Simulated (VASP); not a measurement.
Here is a VASP 6.6.1 calculation.

The input INCAR:

```
SYSTEM = TiAl3
ALGO     = Fast           ! electronic algorithm
EDIFF    = 1E-6           ! SCF threshold, eV
ENCUT    = 520            ! plane-wave cutoff, eV
GGA      = PS             ! functional
ISIF     = 2              ! what is computed and relaxed
ISMEAR   = 0              ! smearing method
LASPH    = .TRUE.         ! aspherical terms in the spheres
LCHARG   = .FALSE.        ! write CHGCAR
LREAL    = .FALSE.        ! projectors in reciprocal space
LWAVE    = .FALSE.        ! write WAVECAR
NBANDS   = 31             ! bands
NELM     = 80             ! most SCF steps
PREC     = Accurate       ! precision mode
SIGMA    = 0.1            ! smearing width, eV
```

KPOINTS

```
k-points
0
G
  10 10 4
  0 0 0
```

File POSCAR:

```
TiAl3
1.0
    3.9300145911      0.0000000000      0.0000000000
    0.0000000000      3.9300145911      0.0000000000
    0.0000000000      0.0000000000      8.8106134236
Ti Al
2 6
Direct
    0.0000000000      0.0000000000      0.0000000000
    0.5000000000      0.5000000000      0.5000000000
    0.5000000000      0.5000000000      0.0000000000
    0.0000000000      0.5000000000      0.2500000000
    0.5000000000      0.0000000000      0.2500000000
    0.0000000000      0.0000000000      0.5000000000
    0.5000000000      0.0000000000      0.7500000000
    0.0000000000      0.5000000000      0.7500000000
```

Potentials or basis: VASP PAW PBE potentials, release 64 (Ti_sv, Al).

The run is started by

```sh
$ cat potpaw_PBE.64/Ti_sv/POTCAR potpaw_PBE.64/Al/POTCAR > POTCAR
$ mpirun -np 1 vasp_std > vasp.out
```

Q: Predict the pressure.

A: -8.2 GPa.

Q: What does it give for the band gap on the k mesh?

A: Zero (bands 21 and 22 overlap by 2.00 eV).

Stress tensor (GPa, compression positive):
```
-8.35  0.00  0.00
 0.00 -8.35  0.00
 0.00  0.00 -7.86
```

Caveat: the cell differs from its parent crystal (equal strain along all axes, cell held: +3.0 %); the cell stands under tension; the PAW data sets were made with another functional, which shifts forces and pressure a little.
